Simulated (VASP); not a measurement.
# Ge (P6_3/mmc) in VASP: further runs, part 2 of 3

VASP 6.6.1.

## Step 3: Single point, PBE

This run uses another cell than the first one, of the same volume but with other edges.

Input file INCAR:

```
ALGO = Fast ; EDIFF = 1E-7
ENCUT = 520 ; GGA = PE
ISIF = 2 ; ISMEAR = 0
LASPH = T ; LCHARG = T
LELF = T ; LREAL = F
LVHAR = T ; LWAVE = F
NBANDS = 66 ; NELM = 60
PREC = Accurate ; SIGMA = 0.15
```

Input file KPOINTS:

```
k-points
0
Gamma
  15 15 4
```

Input file POSCAR:

```
Ge
1.0
    4.0658732115      0.0000000000      0.0000000000
   -2.0329366058      3.5211494897      0.0000000000
    0.0000000000      0.0000000000     13.3363336065
Ge
8
Direct
    0.0000000000      0.0000000000      0.3955272934
    0.0000000000      0.0000000000      0.6044727066
    0.0000000000      0.0000000000      0.8955272934
    0.0000000000      0.0000000000      0.1044727066
    0.3333333333      0.6666666667      0.3442031336
    0.6666666667      0.3333333333      0.6557968664
    0.6666666667      0.3333333333      0.8442031336
    0.3333333333      0.6666666667      0.1557968664
```

Potentials or basis: VASP PAW PBE potentials, release 64 (Ge_d).

Started as:

```sh
cat potpaw_PBE.64/Ge_d/POTCAR > POTCAR
mpirun -np 1 vasp_std > vasp.out
```

OUTCAR:

```text
EDIFF = 1E-7
   ENCUT = 520
   GGA = PE
   ISIF = 2
   ISMEAR = 0
   LASPH = T
   LREAL = F
   NELM = 60
   PREC = Accurate

 ion  position               nearest neighbor table
   1  0.000  0.000  0.396-   5 2.45   5 2.45   5 2.45   2 2.79
   2  0.000  0.000  0.604-   6 2.45   6 2.45   6 2.45   1 2.79
   3  0.000  0.000  0.896-   7 2.45   7 2.45   7 2.45   4 2.79
   4  0.000  0.000  0.104-   8 2.45   8 2.45   8 2.45   3 2.79
   5  0.333  0.667  0.344-   1 2.45   1 2.45   1 2.45   8 2.51
   6  0.667  0.333  0.656-   2 2.45   2 2.45   2 2.45   7 2.51
   7  0.667  0.333  0.844-   3 2.45   3 2.45   3 2.45   6 2.51
   8  0.333  0.667  0.156-   4 2.45   4 2.45   4 2.45   5 2.51

  LATTYP: Found a hexagonal cell.
 ALAT       =     4.0658732115
 C/A-ratio  =     3.2800662767

  Lattice vectors:

 A1 = (   4.0658732115,   0.0000000000,   0.0000000000)
 A2 = (  -2.0329366058,   3.5211494897,   0.0000000000)
 A3 = (   0.0000000000,   0.0000000000,  13.3363336065)

Analysis of symmetry for initial positions (statically):
=====================================================================
 Subroutine PRICEL returns:
 Original cell was already a primitive cell.

 Routine SETGRP: Setting up the symmetry group for a
 hexagonal supercell.

 Subroutine GETGRP returns: Found 24 space group operations
 (whereof 12 operations were pure point group operations)
 out of a pool of 24 trial point group operations.

The static configuration has the point symmetry D_3d.
 The point group associated with its full space group is D_6h.

Analysis of symmetry for dynamics (positions and initial velocities):
=====================================================================
 Subroutine PRICEL returns:
 Original cell was already a primitive cell.

 Routine SETGRP: Setting up the symmetry group for a
 hexagonal supercell.

 Subroutine GETGRP returns: Found 24 space group operations
 (whereof 12 operations were pure point group operations)
 out of a pool of 24 trial point group operations.

The dynamic configuration has the point symmetry D_3d.
 The point group associated with its full space group is D_6h.

 Subroutine INISYM returns: Found 24 space group operations
 (whereof 12 operations are pure point group operations),
 and found     1 'primitive' translations

----------------------------------------------------------------------------------------

                                     Primitive cell

  volume of cell :     190.9303

  direct lattice vectors                    reciprocal lattice vectors
     4.065873211  0.000000000  0.000000000     0.245949627  0.141999083  0.000000000
    -2.032936606  3.521149490  0.000000000     0.000000000  0.283998167  0.000000000
     0.000000000  0.000000000 13.336333607     0.000000000  0.000000000  0.074983127

  length of vectors
     4.065873211  4.065873212 13.336333607     0.283998167  0.283998167  0.074983127

  position of ions in fractional coordinates (direct lattice)
     0.000000000  0.000000000  0.395527293
     0.000000000  0.000000000  0.604472707
     0.000000000  0.000000000  0.895527293
     0.000000000  0.000000000  0.104472707
     0.333333333  0.666666667  0.344203134
     0.666666667  0.333333333  0.655796866
     0.666666667  0.333333333  0.844203134
     0.333333333  0.666666667  0.155796866
[... 45 lines left out ...]
  0.333333  0.000000  0.000000      6.000000
[... 16 lines left out ...]
  0.333333  0.200000  0.000000     12.000000
  0.400000  0.200000  0.000000      6.000000
 [... further k-points ...]
   k-points           NKPTS =     81   k-points in BZ     NKDIM =     81   number of bands    NBANDS=     66
   number of dos      NEDOS =    301   number of ions     NIONS =      8
   total plane-waves  NPLWV =  90000
   dimension x,y,z NGX =    30 NGY =   30 NGZ =  100
   dimension x,y,z NGXF=    60 NGYF=   60 NGZF=  200
   ions per type =               8
   NGX,Y,Z   is equivalent  to a cutoff of  12.27, 12.27, 12.47 a.u.
   NGXF,Y,Z  is equivalent  to a cutoff of  24.53, 24.53, 24.93 a.u.
 SYSTEM =  unknown system
   PREC   = accura    normal or accurate (medium, high low for compatibility)
   ISTART =      0    job   : 0-new  1-cont  2-samecut
   ICHARG =      2    charge: 1-file 2-atom 10-const
   ISPIN  =      1    spin polarized calculation?
   LNONCOLLINEAR =      F non collinear calculations
   LSORBIT =      F    spin-orbit coupling
   LASPH  =      T    aspherical Exc in radial PAW
   ENCUT  =  520.0 eV  38.22 Ry    6.18 a.u.   7.56  7.56 24.80*2*pi/ulx,y,z
   NELM   =     60;   NELMIN=  2; NELMDL= -5     # of ELM steps
   EDIFF  = 0.1E-06   stopping-criterion for ELM
   LREAL  =      F    real-space projection
   EDIFFG = 0.1E-05   stopping-criterion for IOM
   NSW    =      0    number of steps for IOM
   IBRION =     -1    ionic relax: 0-MD 1-quasi-New 2-CG
   NFREE  =      0    steps in history (QN), initial steepest desc. (CG)
   ISIF   =      2    stress and relaxation
   ISYM   =      2    0-nonsym 1-usesym 2-fastsym
   POTIM  = 0.5000    time-step for ionic-motion
   TEBEG  =    0.0;   TEEND  =   0.0 temperature during run
   PSTRESS=    0.0 pullay stress
   NELECT =     112.0000    total number of electrons
   NUPDOWN=      -1.0000    fix difference up-down
   EMIN   =  10.00;   EMAX   =-10.00  energy-range for DOS
   EFERMI =   0.00;   METHOD = LEGACY
   ISMEAR =     0;   SIGMA  =   0.15  broadening in eV -4-tet -1-fermi 0-gaus
   EFERMI_NEDOS =   21; number of points for ismear=-14 and -15
   IALGO  =     68    algorithm
   IMIX   =      4    mixing-type and parameters
     AMIX     =   0.40;   BMIX     =  1.00
     AMIX_MAG =   1.60;   BMIX_MAG =  1.00
  volume/ion in A,a.u.               =      23.87       161.06
  Fermi-wavevector in a.u.,A,eV,Ry     =   1.370427  2.589732 25.552698  1.878070
  Thomas-Fermi vector in A             =   2.496214
   LORBIT       =      0    0 simple, 1 ext, 2 COOP (PROOUT), +10 PAW based schemes
   GGA     = PE    functional components
   LHFCALC =     F    Hartree Fock is set to
   AEXX    =    0.0000 exact exchange contribution
   IVDW    =     0    specifies the selected vdW correction
   LEPSILON=     F    determine dielectric tensor
   LRPA    =     F    only Hartree local field effects (RPA)
 non-spin polarized calculation
 RMM-DIIS sequential band-by-band and
 Gauss-broadening in eV      SIGMA  =   0.15
  energy-cutoff  :      520.00
  volume of cell :      190.93
 maximum number of plane-waves:      5188
   NGX = 15   NGY = 15   NGZ = 49

 number of electron     111.9999885 magnetization

 Free energy of the ion-electron system (eV)
  ---------------------------------------------------
  ext. energy  EPLUGINS =         0.00000000
  ---------------------------------------------------
  free energy    TOTEN  =       -35.49117966 eV

  energy without entropy =      -35.48682024  energy(sigma->0) =      -35.48899995

 E-fermi :   4.6250     XC(G=0):  -9.6704

 val. band max:        4.5783115829   @ k =   0.1333   0.0667   0.0000
 cond. band min:       4.6674469217   @ k =   0.0667   0.0000   0.2500
 fundamental gap:      0.0891353388
 Fermi energy:         4.6249624413

 k-point     1 :       0.0000    0.0000    0.0000
  band No.  band energies     occupation
      1     -20.3171      2.00000
      2     -20.3171      2.00000
      3     -20.3155      2.00000
      4     -20.3155      2.00000
      5     -20.3046      2.00000
      6     -20.3046      2.00000
[... 1645 lines left out ...]
     65       8.2930      0.00000
     66       9.1448      0.00000

 [... further k-points ...]

------------------------ aborting loop because EDIFF is reached ----------------------------------------

  FORCE on cell =-STRESS in cart. coord.  units (eV):
  Direction    XX          YY          ZZ          XY          YZ          ZX
  --------------------------------------------------------------------------------------
  -------------------------------------------------------------------------------------
  Total        2.7211816      2.7211816     -1.9924737     -0.0000000     -0.0000000     -0.0000000
  in kB       22.8345975     22.8345975    -16.7196981     -0.0000000     -0.0000000     -0.0000000
  external PRESSURE =       9.6498323 kB  Pullay stress =       0.0000000 kB

 VOLUME and BASIS-vectors are now :
 -----------------------------------------------------------------------------
  energy-cutoff  :      520.00
  volume of cell :      190.93
      direct lattice vectors                 reciprocal lattice vectors
     4.065873211  0.000000000  0.000000000     0.245949627  0.141999083  0.000000000
    -2.032936606  3.521149490  0.000000000     0.000000000  0.283998167  0.000000000
     0.000000000  0.000000000 13.336333607     0.000000000  0.000000000  0.074983127

 POSITION                                       TOTAL-FORCE (eV/Angst)
 -----------------------------------------------------------------------------------
      0.00000      0.00000      5.27488         0.000000      0.000000      1.718836
      0.00000      0.00000      8.06145         0.000000      0.000000     -1.718836
      0.00000      0.00000     11.94305        -0.000000      0.000000      1.718836
      0.00000      0.00000      1.39328         0.000000     -0.000000     -1.718836
     -0.00000      2.34743      4.59041        -0.000000      0.000000     -0.415449
      2.03294      1.17372      8.74593         0.000000     -0.000000      0.415449
      2.03294      1.17372     11.25857         0.000000     -0.000000     -0.415449
     -0.00000      2.34743      2.07776        -0.000000      0.000000      0.415449
 -----------------------------------------------------------------------------------
    total drift:                               -0.000000      0.000000     -0.000000

  FREE ENERGIE OF THE ION-ELECTRON SYSTEM (eV)
  ---------------------------------------------------
  free  energy   TOTEN  =       -35.4911796636 eV

  energy  without entropy=      -35.4868202374  energy(sigma->0) =      -35.48899995
```

Wall time 41 min (1 thread of Oxide Virtual Turin-like, shared host); peak memory 0.71 GiB.

Results:

```yaml
Free_energy: -35.4912 eV
Pressure: 1.0 GPa
Largest_force: 1.719 eV/Å
Band_gap_on_the_k_mesh: zero (bands 56 and 57 overlap by 0.76 eV)
```

Forces in eV/Å, atoms in the order of the input:
```
Ge   0.000  0.000  1.719
Ge   0.000  0.000 -1.719
Ge   0.000  0.000  1.719
Ge   0.000  0.000 -1.719
Ge   0.000  0.000 -0.415
Ge   0.000  0.000  0.415
Ge   0.000  0.000 -0.415
Ge   0.000  0.000  0.415
```

Stress tensor (GPa, compression positive):
```
 2.28  0.00  0.00
 0.00  2.28  0.00
 0.00  0.00 -1.67
```

Caveat: semilocal functionals underestimate gaps, so a narrow gap can read as zero; forces of over 1 eV/Å act on the atoms, so gaps and moduli don't describe the material at rest.

## Step 4: Single point, PBE

This run uses another cell than the first one, of the same volume but with other edges.

Input file INCAR:

```
PREC = Accurate ; ENCUT = 520
EDIFF = 1E-7 ; ISMEAR = 0
SIGMA = 0.15 ; LREAL = F
LASPH = T ; NELM = 60
ALGO = Fast ; ISIF = 2
LWAVE = F ; LCHARG = F
GGA = PE ; NBANDS = 66
```

Input file KPOINTS:

```
regular mesh
0
Gamma
  15 15 4
```

Input file POSCAR:

```
Ge
1.0
    4.0391102337      0.0000000000      0.0000000000
   -2.0195551169      3.4979720711      0.0000000000
    0.0000000000      0.0000000000     13.5136511089
Ge
8
Direct
    0.0000000000      0.0000000000      0.4011510280
    0.0000000000      0.0000000000      0.5988489720
    0.0000000000      0.0000000000      0.9011510280
    0.0000000000      0.0000000000      0.0988489720
    0.3333333333      0.6666666667      0.3442031336
    0.6666666667      0.3333333333      0.6557968664
    0.6666666667      0.3333333333      0.8442031336
    0.3333333333      0.6666666667      0.1557968664
```

Started as:

```sh
cat potpaw_PBE.64/Ge_d/POTCAR > POTCAR
mpirun -np 1 vasp_std > vasp.out
```

It took 42 min on 1 thread of Oxide Virtual Turin-like, shared host; peak memory 0.72 GiB.

The run converged. Its results:

| Quantity | Value |
| --- | --- |
| Free energy | -35.8546 eV |
| Pressure | 0.5 GPa |
| Largest force | 1.124 eV/Å |
| Band gap on the k mesh | zero (bands 56 and 57 overlap by 0.30 eV) |

Forces on the atoms (eV/Å):
```
Ge   0.000  0.000  1.124
Ge   0.000  0.000 -1.124
Ge   0.000  0.000  1.124
Ge   0.000  0.000 -1.124
Ge   0.000  0.000 -0.407
Ge   0.000  0.000  0.407
Ge   0.000  0.000 -0.407
Ge   0.000  0.000  0.407
```

Stress tensor (GPa, compression positive):
```
 2.13  0.00  0.00
 0.00  2.13  0.00
 0.00  0.00 -2.91
```

Levels at points of the mesh, in eV from the Fermi level:
```csv
k point,band 54,band 55,band 56,band 57,band 58,band 59
"(0.00, 0.00, 0.00)",-0.55,-0.34,-0.26,-0.26,0.12,0.24
"(0.00, 0.00, 0.50)",-0.50,-0.50,-0.50,-0.14,-0.14,0.80
```

Caveat: semilocal functionals underestimate gaps, so a narrow gap can read as zero; forces of over 1 eV/Å act on the atoms, so gaps and moduli don't describe the material at rest.

## Step 5: Single point, PBE

This run uses another cell than the first one, of the same volume but with other edges.

Input file INCAR:

```
PREC = Accurate
ENCUT = 520
EDIFF = 1E-6
ISMEAR = 0
SIGMA = 0.15
LREAL = False
LASPH = True
NELM = 60
ALGO = Fast
ISIF = 2
LWAVE = False
LCHARG = False
GGA = PE
NBANDS = 66
```

Input file KPOINTS:

```
Automatic mesh
0
Gamma
  15 15 4
```

Input file POSCAR:

```
Ge
1.0
    4.1215611567      0.0000000000      0.0000000000
   -2.0607805784      3.5693766649      0.0000000000
    0.0000000000      0.0000000000     12.9783839263
Ge
8
Direct
    0.0000000000      0.0000000000      0.4123984970
    0.0000000000      0.0000000000      0.5876015030
    0.0000000000      0.0000000000      0.9123984970
    0.0000000000      0.0000000000      0.0876015030
    0.3333333333      0.6666666667      0.3442031336
    0.6666666667      0.3333333333      0.6557968664
    0.6666666667      0.3333333333      0.8442031336
    0.3333333333      0.6666666667      0.1557968664
```

Potentials or basis: VASP PAW PBE potentials, release 64 (Ge_d).

Started as:

```sh
cat potpaw_PBE.64/Ge_d/POTCAR > POTCAR
mpirun -np 1 vasp_std > vasp.out
```

OUTCAR:

```text
PREC = Accurate
   ENCUT = 520
   EDIFF = 1E-6
   ISMEAR = 0
   LREAL = False
   LASPH = True
   NELM = 60
   ISIF = 2
   GGA = PE

 ion  position               nearest neighbor table
   1  0.000  0.000  0.412-   2 2.27   5 2.54   5 2.54   5 2.54
   2  0.000  0.000  0.588-   1 2.27   6 2.54   6 2.54   6 2.54
   3  0.000  0.000  0.912-   4 2.27   7 2.54   7 2.54   7 2.54
   4  0.000  0.000  0.088-   3 2.27   8 2.54   8 2.54   8 2.54
   5  0.333  0.667  0.344-   8 2.45   1 2.54   1 2.54   1 2.54
   6  0.667  0.333  0.656-   7 2.45   2 2.54   2 2.54   2 2.54
   7  0.667  0.333  0.844-   6 2.45   3 2.54   3 2.54   3 2.54
   8  0.333  0.667  0.156-   5 2.45   4 2.54   4 2.54   4 2.54

  LATTYP: Found a hexagonal cell.
 ALAT       =     4.1215611567
 C/A-ratio  =     3.1489000000

  Lattice vectors:

 A1 = (   4.1215611567,   0.0000000000,   0.0000000000)
 A2 = (  -2.0607805784,   3.5693766649,   0.0000000000)
[... 195 lines left out ...]
 cond. band min:       4.6651172104   @ k =   0.0667   0.0000   0.0000
 fundamental gap:      0.0666732593
 Fermi energy:         4.6133285422

 k-point     1 :       0.0000    0.0000    0.0000
  band No.  band energies     occupation
      1     -20.4121      2.00000
      2     -20.4109      2.00000
      3     -20.3151      2.00000
      4     -20.3151      2.00000
      5     -20.3085      2.00000
      6     -20.3085      2.00000
[... 1645 lines left out ...]
     65       8.9979      0.00000
     66      10.0986      0.00000

 [... further k-points ...]

------------------------ aborting loop because EDIFF is reached ----------------------------------------

  FORCE on cell =-STRESS in cart. coord.  units (eV):
  Direction    XX          YY          ZZ          XY          YZ          ZX
  --------------------------------------------------------------------------------------
  -------------------------------------------------------------------------------------
  Total       -3.5164027     -3.5164027     10.4378810      0.0000000      0.0000000      0.0000000
  in kB      -29.5076379    -29.5076379     87.5887194      0.0000000      0.0000000      0.0000000
  external PRESSURE =       9.5244812 kB  Pullay stress =       0.0000000 kB

 VOLUME and BASIS-vectors are now :
 -----------------------------------------------------------------------------
  energy-cutoff  :      520.00
  volume of cell :      190.93
      direct lattice vectors                 reciprocal lattice vectors
     4.121561157  0.000000000  0.000000000     0.242626510  0.140080481  0.000000000
    -2.060780578  3.569376665  0.000000000     0.000000000  0.280160962  0.000000000
     0.000000000  0.000000000 12.978383926     0.000000000  0.000000000  0.077051196

 POSITION                                       TOTAL-FORCE (eV/Angst)
 -----------------------------------------------------------------------------------
      0.00000      0.00000      5.35227        -0.000000      0.000000     -2.276233
      0.00000      0.00000      7.62612         0.000000     -0.000000      2.276233
      0.00000      0.00000     11.84146        -0.000000      0.000000     -2.276233
      0.00000      0.00000      1.13693         0.000000     -0.000000      2.276233
     -0.00000      2.37958      4.46720        -0.000000      0.000000      0.651721
      2.06078      1.18979      8.51118         0.000000      0.000000     -0.651721
      2.06078      1.18979     10.95639         0.000000      0.000000      0.651721
     -0.00000      2.37958      2.02199        -0.000000      0.000000     -0.651721
 -----------------------------------------------------------------------------------
    total drift:                               -0.000000      0.000000      0.000000

  FREE ENERGIE OF THE ION-ELECTRON SYSTEM (eV)
  ---------------------------------------------------
  free  energy   TOTEN  =       -35.6059629019 eV

  energy  without entropy=      -35.6024293443  energy(sigma->0) =      -35.60419612
```

stdout:

```text
POSCAR found type information on POSCAR Ge
 POSCAR found :  1 types and       8 ions
 scaLAPACK will be used
 LDA part: xc-table for (Slater+PW92), standard interpolation
 POSCAR, INCAR and KPOINTS ok, starting setup
 FFT: planning ... GRIDC
 FFT: planning ... GRID_SOFT
 FFT: planning ... GRID
 WAVECAR not read
 entering main loop
WARNING in EDDRMM: call to ZHEGV failed, returncode =   8  4     57
WARNING in EDDRMM: call to ZHEGV failed, returncode =   6  3     51
WARNING in EDDRMM: call to ZHEGV failed, returncode =   6  3     57
WARNING in EDDRMM: call to ZHEGV failed, returncode =   6  3     55
```

Run time: 35 min. Hardware: 1 thread of Oxide Virtual Turin-like, shared host; peak memory 0.72 GiB.

What came out:

- Free energy: -35.6060 eV
- Pressure: 1.0 GPa
- Largest force: 2.276 eV/Å
- Band gap on the k mesh: zero (bands 56 and 57 overlap by 0.16 eV)

Forces in eV/Å, atoms in the order of the input:
```
Ge   0.000  0.000 -2.276
Ge   0.000  0.000  2.276
Ge   0.000  0.000 -2.276
Ge   0.000  0.000  2.276
Ge   0.000  0.000  0.652
Ge   0.000  0.000 -0.652
Ge   0.000  0.000  0.652
Ge   0.000  0.000 -0.652
```

Caveat: semilocal functionals underestimate gaps, so a narrow gap can read as zero; forces of over 1 eV/Å act on the atoms, so gaps and moduli don't describe the material at rest.

(Part 2 of 3 ends here.)
